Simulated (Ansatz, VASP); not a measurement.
# Two plane-wave programs on ZnBi3

```xyz
4
Lattice="4.8286 0.0000 0.0000 0.0000 4.8286 0.0000 0.0000 0.0000 4.8286" Properties=species:S:1:pos:R:3 pbc="T T T"
Zn    0.0000    0.0000    0.0000
Bi    0.0000    2.4143    2.4143
Bi    2.4143    0.0000    2.4143
Bi    2.4143    2.4143    0.0000
```

Alike in both runs: task single point; functional PBEsol; k mesh 10 × 10 × 10; occupations gaussian, width 0.1 eV; no spin polarisation.

```csv
,VASP,Ansatz
version,VASP 6.6.1,Ansatz 0.2.0
potentials or method,"VASP PAW PBE potentials, release 64 (Zn, Bi_d), cutoff 520 eV","scalar-relativistic, plane waves, PAW"
valence electrons in the cell,57,57
```

|  | VASP | Ansatz | Ansatz less VASP |
| --- | --- | --- | --- |
| gap on the k mesh at the Fermi level (eV) | none | none | - |
| pressure (GPa) | -1.4 | -1.4 | +0.04 |

VASP's potentials were made for PBE, not for PBEsol. A gap of «none» marks a metal or a gap that the smearing closes.

Spin-orbit coupling is off throughout.
